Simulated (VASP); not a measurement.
# Te3Pb4Se (P1) in VASP: a series of runs

Runs on Te3Pb4Se. Level: PBE. Tasks: single point, relaxation of cell and atoms.

Everything below comes from runs of VASP 6.6.1. Logs are shortened: lines on timing, memory, paths and dates and some standing lists are left out, and cuts for length are marked.

### 1 The cell of the first run

The typed cell holds 8 atoms: a = 4.580 Å, b = 4.645 Å, c = 16.668 Å, α = 90.45°, β = 88.36°, γ = 89.99°.

### 2 Single point, PBE

INCAR reads:

```
SYSTEM = Te3Pb4Se
PREC = Accurate ; ENCUT = 520
EDIFF = 1E-7 ; ISMEAR = 0
SIGMA = 0.1 ; LREAL = .False.
LASPH = .True. ; NELM = 80
ALGO = Normal ; ISIF = 2
LWAVE = .False. ; LCHARG = .False.
GGA = PE ; NBANDS = 50
```

KPOINTS reads:

```
Automatic mesh
0
Gamma
  4 4 1
  0 0 0
```

POSCAR reads:

```
Te3Pb4Se
1.0
    4.5792493255     -0.0000316732      0.0798682472
    0.0009277607      4.6454342854     -0.0214227671
    0.1875159199     -0.0553768033     16.6668665586
Te Pb Se
3 4 1
Direct
    0.0101989433     -0.0134031650      0.0281866316
    0.4891118135      0.4888587259      0.2263852203
    0.5317817620      0.4774501922      0.8257504639
    0.0290570409     -0.0062539074      0.8444987422
    0.5119063644      0.4970291681      0.0120745826
   -0.0120262407      0.0093232718      0.2404646018
    0.4704894798      0.5693718485      0.4091724721
   -0.0305191633     -0.0223761341      0.4134672856
```

Potentials or basis: VASP PAW PBE potentials, release 64 (Te, Pb_d, Se).

Run with:

```console
cat potpaw_PBE.64/Te/POTCAR potpaw_PBE.64/Pb_d/POTCAR potpaw_PBE.64/Se/POTCAR > POTCAR
mpirun -np 1 vasp_std > vasp.out
```

OUTCAR:

```text
SYSTEM = Te3Pb4Se
   PREC = Accurate
   ENCUT = 520
   EDIFF = 1E-7
   ISMEAR = 0
   LREAL = .False.
   LASPH = .True.
   NELM = 80
   ISIF = 2
   GGA = PE

 ion  position               nearest neighbor table
   1  0.010  0.987  0.028-   4 3.06   5 3.24   5 3.24   5 3.31   5 3.31   6 3.54
   2  0.489  0.489  0.226-   7 3.07   6 3.20   6 3.21   6 3.34   6 3.34   5 3.57
   3  0.532  0.477  0.826-   5 3.10   4 3.22   4 3.23   4 3.33   4 3.33
   4  0.029  0.994  0.844-   1 3.06   3 3.22   3 3.23   3 3.33   3 3.33
   5  0.512  0.497  0.012-   3 3.10   1 3.24   1 3.24   1 3.31   1 3.31   2 3.57
   6  0.988  0.009  0.240-   8 2.89   2 3.20   2 3.21   2 3.34   2 3.34   1 3.54
   7  0.470  0.569  0.409-   8 2.97   8 2.98   2 3.07
   8  0.969  0.978  0.413-   6 2.89   7 2.97   7 2.98

  LATTYP: Found a triclinic cell.
 ALAT       =    17.1586391760
 B/A-ratio  =     0.2669177742
 C/A-ratio  =     0.2707373077
 COS(alpha) =     0.0001123475
 COS(beta)  =     0.0077344706
 COS(gamma) =     0.2390521565

  Lattice vectors:

 A1 = (  -4.3917334056,  -0.0553451301,  16.5869983114)
 A2 = (  -4.5792493255,   0.0000316732,  -0.0798682472)
 A3 = (  -0.0009277607,  -4.6454342854,   0.0214227671)

Analysis of symmetry for initial positions (statically):
=====================================================================
 Subroutine PRICEL returns:
 Original cell was already a primitive cell.

 Routine SETGRP: Setting up the symmetry group for a
 triclinic supercell.

 Subroutine GETGRP returns: Found  1 space group operations
 (whereof  1 operations were pure point group operations)
 out of a pool of  2 trial point group operations.

The static configuration has the point symmetry C_1 .

Analysis of symmetry for dynamics (positions and initial velocities):
=====================================================================
 Subroutine PRICEL returns:
 Original cell was already a primitive cell.

 Routine SETGRP: Setting up the symmetry group for a
 triclinic supercell.

 Subroutine GETGRP returns: Found  1 space group operations
 (whereof  1 operations were pure point group operations)
 out of a pool of  2 trial point group operations.

The dynamic configuration has the point symmetry C_1 .

 Subroutine INISYM returns: Found  1 space group operations
 (whereof  1 operations are pure point group operations),
 and found     1 'primitive' translations

----------------------------------------------------------------------------------------

                                     Primitive cell

  volume of cell :     354.4726

  direct lattice vectors                    reciprocal lattice vectors
     4.579249326 -0.000031673  0.079868247     0.218419267 -0.000054955 -0.002457579
     0.000927761  4.645434285 -0.021422767    -0.000010988  0.215268428  0.000715368
     0.187515920 -0.055376803 16.666866559    -0.001046687  0.000276959  0.060011977

  length of vectors
     4.579945777  4.645483774 16.668013370     0.218433099  0.215269617  0.060021743

  position of ions in fractional coordinates (direct lattice)
     0.010198943  0.986596835  0.028186632
     0.489111814  0.488858726  0.226385220
     0.531781762  0.477450192  0.825750464
     0.029057041  0.993746093  0.844498742
     0.511906364  0.497029168  0.012074583
     0.987973759  0.009323272  0.240464602
     0.470489480  0.569371848  0.409172472
     0.969480837  0.977623866  0.413467286

  ion indices of the primitive-cell ions
   primitive index   ion index
                 1           1
                 2           2
                 3           3
                 4           4
                 5           5
                 6           6
                 7           7
                 8           8

----------------------------------------------------------------------------------------

 KPOINTS: Automatic mesh

Automatic generation of k-mesh.
 Grid dimensions read from file:
 generate k-points for:    4    4    1

 Generating k-lattice:

  Cartesian coordinates                     Fractional coordinates (reciprocal lattice)
     0.054604817 -0.000013739 -0.000614395     0.250000000  0.000000000  0.000000000
    -0.000002747  0.053817107  0.000178842    -0.000000000  0.250000000 -0.000000000
    -0.001046687  0.000276959  0.060011977     0.000000000 -0.000000000  1.000000000

  Length of vectors
     0.054608275  0.053817404  0.060021743

  Shift w.r.t. Gamma in fractional coordinates (k-lattice)
     0.000000000  0.000000000  0.000000000

 Subroutine IBZKPT returns following result:
 ===========================================

 Found     10 irreducible k-points:

 Following reciprocal coordinates:
            Coordinates               Weight
  0.000000  0.000000  0.000000      1.000000
  0.250000  0.000000  0.000000      2.000000
  0.500000  0.000000  0.000000      1.000000
  0.000000  0.250000 -0.000000      2.000000
  0.250000  0.250000  0.000000      2.000000
  0.500000  0.250000  0.000000      2.000000
 -0.250000  0.250000  0.000000      2.000000
  0.000000  0.500000 -0.000000      1.000000
  0.250000  0.500000 -0.000000      2.000000
  0.500000  0.500000  0.000000      1.000000
   k-points           NKPTS =     10   k-points in BZ     NKDIM =     10   number of bands    NBANDS=     50
   number of dos      NEDOS =    301   number of ions     NIONS =      8
   total plane-waves  NPLWV = 163296
   dimension x,y,z NGX =    36 NGY =   36 NGZ =  126
   dimension x,y,z NGXF=    72 NGYF=   72 NGZF=  252
   ions per type =               3   4   1
   NGX,Y,Z   is equivalent  to a cutoff of  13.07, 12.88, 12.57 a.u.
   NGXF,Y,Z  is equivalent  to a cutoff of  26.14, 25.77, 25.13 a.u.
 SYSTEM =  Te3Pb4Se
   PREC   = accura    normal or accurate (medium, high low for compatibility)
   ISTART =      0    job   : 0-new  1-cont  2-samecut
   ICHARG =      2    charge: 1-file 2-atom 10-const
   ISPIN  =      1    spin polarized calculation?
   LNONCOLLINEAR =      F non collinear calculations
   LSORBIT =      F    spin-orbit coupling
   LASPH  =      T    aspherical Exc in radial PAW
   ENCUT  =  520.0 eV  38.22 Ry    6.18 a.u.   8.52  8.64 30.99*2*pi/ulx,y,z
   NELM   =     80;   NELMIN=  2; NELMDL= -5     # of ELM steps
   EDIFF  = 0.1E-06   stopping-criterion for ELM
   LREAL  =      F    real-space projection
   EDIFFG = 0.1E-05   stopping-criterion for IOM
   NSW    =      0    number of steps for IOM
   IBRION =     -1    ionic relax: 0-MD 1-quasi-New 2-CG
   NFREE  =      0    steps in history (QN), initial steepest desc. (CG)
   ISIF   =      2    stress and relaxation
   ISYM   =      2    0-nonsym 1-usesym 2-fastsym
   POTIM  = 0.5000    time-step for ionic-motion
   TEBEG  =    0.0;   TEEND  =   0.0 temperature during run
   PSTRESS=    0.0 pullay stress
   NELECT =      80.0000    total number of electrons
   NUPDOWN=      -1.0000    fix difference up-down
   EMIN   =  10.00;   EMAX   =-10.00  energy-range for DOS
   EFERMI =   0.00;   METHOD = LEGACY
   ISMEAR =     0;   SIGMA  =   0.10  broadening in eV -4-tet -1-fermi 0-gaus
   EFERMI_NEDOS =   21; number of points for ismear=-14 and -15
   IALGO  =     38    algorithm
   IMIX   =      4    mixing-type and parameters
     AMIX     =   0.40;   BMIX     =  1.00
     AMIX_MAG =   1.60;   BMIX_MAG =  1.00
  volume/ion in A,a.u.               =      44.31       299.01
  Fermi-wavevector in a.u.,A,eV,Ry     =   0.996729  1.883545 13.516973  0.993469
  Thomas-Fermi vector in A             =   2.128838
   LORBIT       =      0    0 simple, 1 ext, 2 COOP (PROOUT), +10 PAW based schemes
   GGA     = PE    functional components
   LHFCALC =     F    Hartree Fock is set to
   AEXX    =    0.0000 exact exchange contribution
   IVDW    =     0    specifies the selected vdW correction
   LEPSILON=     F    determine dielectric tensor
   LRPA    =     F    only Hartree local field effects (RPA)
 non-spin polarized calculation
 Gauss-broadening in eV      SIGMA  =   0.10
  energy-cutoff  :      520.00
  volume of cell :      354.47
 maximum number of plane-waves:      9572
 NGX is ok and might be reduce to    36
   NGX = 17   NGY = 17   NGZ = 61

 number of electron      80.0000005 magnetization

 Free energy of the ion-electron system (eV)
  ---------------------------------------------------
  ext. energy  EPLUGINS =         0.00000000
  ---------------------------------------------------
  free energy    TOTEN  =       -30.29168335 eV

  energy without entropy =      -30.29168335  energy(sigma->0) =      -30.29168335

 E-fermi :   3.0998     XC(G=0):  -7.5339

 val. band max:        2.6151151528   @ k =   0.0000   0.5000  -0.0000
 cond. band min:       3.6853956556   @ k =   0.0000   0.5000  -0.0000
 fundamental gap:      1.0702805027
 Fermi energy:         3.0997708728

 k-point     1 :       0.0000    0.0000    0.0000
  band No.  band energies     occupation
      1     -14.0971      2.00000
      2     -14.0475      2.00000
      3     -14.0345      2.00000
      4     -14.0312      2.00000
      5     -14.0287      2.00000
      6     -14.0124      2.00000
[... 42 lines left out ...]
     49       6.9837      0.00000
     50       7.0396      0.00000

 k-point     2 :       0.2500    0.0000    0.0000
  band No.  band energies     occupation
      1     -14.0892      2.00000
      2     -14.0474      2.00000
      3     -14.0415      2.00000
      4     -14.0338      2.00000
      5     -14.0239      2.00000
      6     -14.0021      2.00000
[... 42 lines left out ...]
     49       6.0061      0.00000
     50       6.1462      0.00000

 k-point     3 :       0.5000    0.0000    0.0000
  band No.  band energies     occupation
      1     -14.0803      2.00000
      2     -14.0533      2.00000
      3     -14.0473      2.00000
      4     -14.0364      2.00000
      5     -14.0152      2.00000
      6     -13.9918      2.00000
[... 360 lines left out ...]
     49       6.7908      0.00000
     50       6.8179      0.00000

 k-point    10 :       0.5000    0.5000    0.0000
  band No.  band energies     occupation
      1     -14.0797      2.00000
      2     -14.0760      2.00000
      3     -14.0511      2.00000
      4     -14.0366      2.00000
      5     -14.0061      2.00000
      6     -14.0025      2.00000
[... 42 lines left out ...]
     49       7.6220      0.00000
     50       7.6787      0.00000

------------------------ aborting loop because EDIFF is reached ----------------------------------------

  FORCE on cell =-STRESS in cart. coord.  units (eV):
  Direction    XX          YY          ZZ          XY          YZ          ZX
  --------------------------------------------------------------------------------------
  -------------------------------------------------------------------------------------
  Total       -0.0793059     -0.0533354      0.0664105     -0.0033636     -0.0058913      0.0091118
  in kB       -0.3584540     -0.2410701      0.3001680     -0.0152031     -0.0266281      0.0411842
  external PRESSURE =      -0.0997854 kB  Pullay stress =       0.0000000 kB

 VOLUME and BASIS-vectors are now :
 -----------------------------------------------------------------------------
  energy-cutoff  :      520.00
  volume of cell :      354.47
      direct lattice vectors                 reciprocal lattice vectors
     4.579249326 -0.000031673  0.079868247     0.218419267 -0.000054955 -0.002457579
     0.000927761  4.645434285 -0.021422767    -0.000010988  0.215268428  0.000715368
     0.187515920 -0.055376803 16.666866559    -0.001046687  0.000276959  0.060011977

 POSITION                                       TOTAL-FORCE (eV/Angst)
 -----------------------------------------------------------------------------------
      0.05290      4.58161      0.44946         0.000481     -0.005309      0.008139
      2.28267      2.25841      3.80172         0.001740     -0.002804      0.000093
      2.59045      2.17222     13.79492        -0.001148     -0.000953     -0.006343
      0.29234      4.56962     14.05618         0.001135      0.004119     -0.005368
      2.34687      2.30823      0.23148        -0.000129      0.002723      0.008828
      4.56928      0.02996      4.08650        -0.001710     -0.000140     -0.014164
      2.23174      2.62231      6.84500        -0.001031     -0.004029      0.001808
      4.51793      4.51856      6.94769         0.000662      0.006394      0.007008
 -----------------------------------------------------------------------------------
    total drift:                               -0.000302     -0.000908      0.000178

  FREE ENERGIE OF THE ION-ELECTRON SYSTEM (eV)
  ---------------------------------------------------
  free  energy   TOTEN  =       -30.2916833518 eV

  energy  without entropy=      -30.2916833518  energy(sigma->0) =      -30.29168335
```

Run time: 2.1 min. Hardware: 1 thread of AMD EPYC 9R45 (Zen 5), shared host; peak memory 0.43 GiB.

What came out:

- Free energy: -30.2917 eV
- Pressure: 0.0 GPa
- Largest force: 0.014 eV/Å
- Band gap on the k mesh: 1.07 eV

Forces in eV/Å, atoms in the order of the input:
```
Te   0.000 -0.005  0.008
Te   0.002 -0.003  0.000
Te  -0.001 -0.001 -0.006
Pb   0.001  0.004 -0.005
Pb   0.000  0.003  0.009
Pb  -0.002  0.000 -0.014
Pb  -0.001 -0.004  0.002
Se   0.001  0.006  0.007
```

Levels at points of the mesh, in eV from the valence-band top:
```
           k point  band 38  band 39  band 40  band 41  band 42  band 43
(0.00, 0.00, 0.00)    -1.18    -0.73    -0.66     1.89     2.86     3.18
(0.50, 0.00, 0.00)    -0.29    -0.28    -0.02     1.17     1.26     1.59
(0.00, 0.50, 0.00)    -0.25    -0.20     0.00     1.07     1.38     1.55
(0.50, 0.50, 0.00)    -1.80    -1.01    -0.83     2.46     2.53     3.60
```

Caveat: spin-orbit coupling is left out, which moves the levels of the heavy elements; an odd mesh through Γ misses points on the zone boundary, where band edges can lie.

### 3 Relaxation of cell and atoms, PBE

This run uses another cell than the first one, of 33.83 Å³/atom.

INCAR reads:

```
SYSTEM = Te3Pb4Se
PREC     = Accurate       ! precision mode
ENCUT    = 600            ! plane-wave cutoff, eV
EDIFF    = 1E-6           ! SCF threshold, eV
ISMEAR   = 0              ! smearing method
SIGMA    = 0.1            ! smearing width, eV
LREAL    = .FALSE.        ! projectors in reciprocal space
LASPH    = .TRUE.         ! aspherical terms in the spheres
NELM     = 80             ! most SCF steps
ALGO     = Normal         ! electronic algorithm
ISIF     = 3              ! what is computed and relaxed
LWAVE    = .FALSE.        ! write WAVECAR
LCHARG   = .FALSE.        ! write CHGCAR
GGA      = PE             ! functional
IBRION   = 2              ! ionic algorithm
NSW      = 80             ! ionic steps
EDIFFG   = -0.025         ! ionic threshold
```

KPOINTS reads:

```
regular mesh
0
G
  4 4 1
  0 0 0
```

POSCAR reads:

```
Te3Pb4Se
1.0
    4.5475639797     -0.0540773259      0.0454654863
   -0.0540773259      4.6338378881     -0.0023448979
    0.1282866980     -0.0066164301     12.8467259092
Te Pb Se
3 4 1
Direct
    0.0338592859      0.0070472649     -0.0070228984
    0.5293524269      0.4970228527      0.2662648677
    0.4854843363      0.4621517561      0.7406784305
   -0.0409808883     -0.0055373264      0.7314192122
    0.5583529991      0.5232194809     -0.0038959737
   -0.0152518765      0.0036199720      0.2695500962
    0.4769526185      0.5175694126      0.5035898139
   -0.0277689021     -0.0050934128      0.4994164516
```

Potentials or basis: VASP PAW PBE potentials, release 64 (Te, Pb_d, Se).

Run with:

```console
cat potpaw_PBE.64/Te/POTCAR potpaw_PBE.64/Pb_d/POTCAR potpaw_PBE.64/Se/POTCAR > POTCAR
mpirun -np 1 vasp_std > vasp.out
```

Wall time 62 min (1 thread of AMD EPYC 9R45 (Zen 5), shared host); peak memory 0.49 GiB.

Results (log left out):

- Free energy: -30.3364 eV
- Relaxed volume: 36.46 Å³/atom
- Relaxed cell: a = 4.515 Å, b = 4.529 Å, c = 14.266 Å, α = 89.28°, β = 90.08°, γ = 89.94°
- Space group after relaxing (to 0.1 Å): Pm (No. 6)
- Energy gained by relaxing: 87.8 meV/atom
- Ionic steps: 69
- Pressure after relaxing: 0.0 GPa
- Largest force after relaxing: 0.024 eV/Å
- Band gap on the k mesh: 1.04 eV

Forces on the atoms (eV/Å):
```
Te   0.008 -0.004 -0.022
Te   0.001 -0.001  0.008
Te  -0.001  0.007  0.020
Pb  -0.009 -0.008 -0.001
Pb   0.001  0.002 -0.010
Pb   0.007  0.009  0.000
Pb  -0.005 -0.011  0.007
Se  -0.003  0.007 -0.003
```

The path:
| step | energy change (eV) | largest force (eV/Å) | pressure (GPa) | volume (Å³) |
| --- | --- | --- | --- | --- |
| 1 | 0.0000 | 0.7396 | 1.84 | 270.65 |
| 3 | -0.3026 | 0.2390 | -0.24 | 284.03 |
| 5 | -0.3246 | 0.1868 | 0.48 | 278.36 |
| 7 | -0.3458 | 0.1495 | 0.26 | 279.21 |
| 9 | -0.3528 | 0.1790 | 0.07 | 280.05 |
| 11 | -0.3737 | 0.1792 | -0.16 | 282.25 |
| 13 | -0.3798 | 0.1906 | -0.33 | 284.20 |
| 15 | -0.3968 | 0.2074 | -0.01 | 282.36 |
| 17 | -0.3984 | 0.2128 | 0.13 | 281.69 |
| 19 | -0.4154 | 0.2109 | -0.01 | 283.26 |
| 21 | -0.4437 | 0.1609 | 0.02 | 284.52 |
| 23 | -0.4540 | 0.2135 | 0.08 | 285.63 |
| 25 | -0.4672 | 0.1447 | -0.06 | 288.11 |
| 27 | -0.4798 | 0.1029 | 0.00 | 288.05 |
| 29 | -0.4848 | 0.0605 | -0.10 | 288.09 |
| 31 | -0.4914 | 0.0786 | -0.01 | 286.14 |
| 33 | -0.4928 | 0.0927 | 0.07 | 284.81 |
| 35 | -0.4994 | 0.1451 | -0.15 | 285.06 |
| 37 | -0.5085 | 0.1939 | 0.00 | 283.44 |
| 39 | -0.5197 | 0.2680 | 0.29 | 281.00 |
| 41 | -0.5333 | 0.3761 | 0.46 | 280.97 |
| 43 | -0.5460 | 0.3472 | 0.25 | 282.46 |
| 45 | -0.5489 | 0.4442 | -0.77 | 295.91 |
| 47 | -0.5953 | 0.3301 | -0.16 | 288.99 |
| 49 | -0.6409 | 0.2759 | 0.01 | 291.32 |
| 51 | -0.6664 | 0.1310 | 0.05 | 292.84 |
| 53 | -0.6736 | 0.1610 | 0.01 | 293.24 |
| 55 | -0.6830 | 0.1189 | 0.02 | 292.57 |
| 57 | -0.6899 | 0.0930 | 0.01 | 292.03 |
| 59 | -0.6942 | 0.0815 | 0.05 | 291.11 |
| 61 | -0.6972 | 0.0627 | 0.02 | 291.18 |
| 63 | -0.7000 | 0.0529 | 0.04 | 290.77 |
| 65 | -0.7012 | 0.0472 | -0.03 | 291.47 |
| 67 | -0.7020 | 0.0341 | 0.03 | 291.12 |
| 69 | -0.7025 | 0.0239 | -0.02 | 291.70 |

Final structure:
```yaml
crystal:
  lattice:
    - [4.51536, 0.00144, -0.00248]
    - [0.00299, 4.52886, 0.02858]
    - [-0.01157, 0.08837, 14.26525]
  atoms:
    - { symbol: Te, position: [0.99407, 0.00686, 0.97878] }
    - { symbol: Te, position: [0.49465, 0.48096, 0.24347] }
    - { symbol: Te, position: [0.50841, 0.51372, 0.71830] }
    - { symbol: Pb, position: [0.00640, 0.01472, 0.75961] }
    - { symbol: Pb, position: [0.49295, 0.50303, 0.02717] }
    - { symbol: Pb, position: [0.99583, 0.98010, 0.28462] }
    - { symbol: Pb, position: [0.50650, 0.52699, 0.50249] }
    - { symbol: Se, position: [0.00120, 0.97362, 0.48557] }
```

Levels at points of the mesh, in eV from the valence-band top:
```csv
k point,band 37,band 38,band 39,band 40,band 41,band 42,band 43,band 44
"(0.00, 0.00, 0.00)",-1.63,-1.36,-1.35,-1.12,2.20,2.44,3.04,3.46
"(0.50, 0.00, 0.00)",-0.57,-0.53,-0.38,0.00,1.12,1.25,1.51,1.57
"(0.00, 0.50, 0.00)",-0.63,-0.51,-0.37,0.00,1.04,1.30,1.48,1.62
"(0.50, 0.50, 0.00)",-2.19,-2.16,-1.19,-0.93,1.85,1.99,2.49,2.51
```

Caveat: the k points lie up to 0.44 Å⁻¹ apart in the final cell; spin-orbit coupling is left out, which moves the levels of the heavy elements; an odd mesh through Γ misses points on the zone boundary, where band edges can lie.
